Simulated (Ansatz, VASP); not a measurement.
## One calculation of Mo4W, two programs

```
Mo W
1.0
     4.49310    0.00000    0.00000
     0.00000    4.49310    0.00000
     0.00000    0.00000    4.49310
Mo W
4 1
Cartesian
  0.0000 0.0000 0.0000
  2.2466 2.2466 0.0000
  2.2466 0.0000 2.2466
  0.0000 2.2466 2.2466
  2.2466 2.2466 2.2466
```

Change from the starting cell: species swapped into the Ni4N type (Pm-3m, No. 221).

Alike in both runs: task relaxation of cell and atoms; functional PBE; k mesh 4 × 4 × 4; occupations gaussian, width 0.1 eV; no spin polarisation.

```csv
,VASP,Ansatz
version,VASP 6.6.1,Ansatz 0.2.0
potentials or method,"VASP PAW PBE potentials, release 64 (Mo_sv, W_sv), cutoff 600 eV","scalar-relativistic, plane waves, PAW"
valence electrons in the cell,70,70
```

Ansatz gave:

```
gap on the k mesh at the Fermi level, each at its own relaxed structure (eV) : none
relaxed volume (Å³/atom)                                                     : 20.27
relaxed cell length with the largest relative difference (Å)                 : 4.663
```

**Question.** Estimate VASP's values.

**Answer.** gap on the k mesh at the Fermi level, each at its own relaxed structure (eV): none; relaxed volume (Å³/atom): 20.44; relaxed cell length with the largest relative difference (Å): 4.675.

A gap of «none» marks a metal or a gap that the smearing closes.

Neither program's run includes spin-orbit coupling.
